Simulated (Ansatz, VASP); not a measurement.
**One calculation of Ta, two programs**

```
Ta
1.0
    -1.79639    1.65948    1.59725
     1.79639   -1.65948    1.59725
     1.79639    1.65948   -1.59725
Ta
1
Direct
  0.00000 0.00000 0.00000
```

Change from the starting cell: normal strain along x +0.0825, normal strain along z -0.0375.

Alike in both runs: task single point; functional PBE; k mesh 18 × 18 × 18; occupations gaussian, width 0.15 eV; no spin polarisation.

|  | VASP | Ansatz |
| --- | --- | --- |
| version | VASP 6.6.1 | Ansatz 0.2.0 |
| potentials or method | VASP PAW PBE potentials, release 64 (Ta_pv), cutoff 520 eV | scalar-relativistic, plane waves, PAW |
| valence electrons in the cell | 11 | 13 |

```csv
,VASP,Ansatz,Ansatz less VASP
gap on the k mesh at the Fermi level (eV),none,none,-
pressure (GPa),-6.4,-6.4,-0.01
"traceless stress, the component that is largest in VASP (GPa)",-5.35,-5.35,+0.004
```

A gap of «none» marks a metal or a gap that the smearing closes. VASP's potentials hold 11 valence electrons a cell and Ansatz's 13, so a difference there can come from the potentials and not from the codes.

Spin-orbit coupling is off throughout.
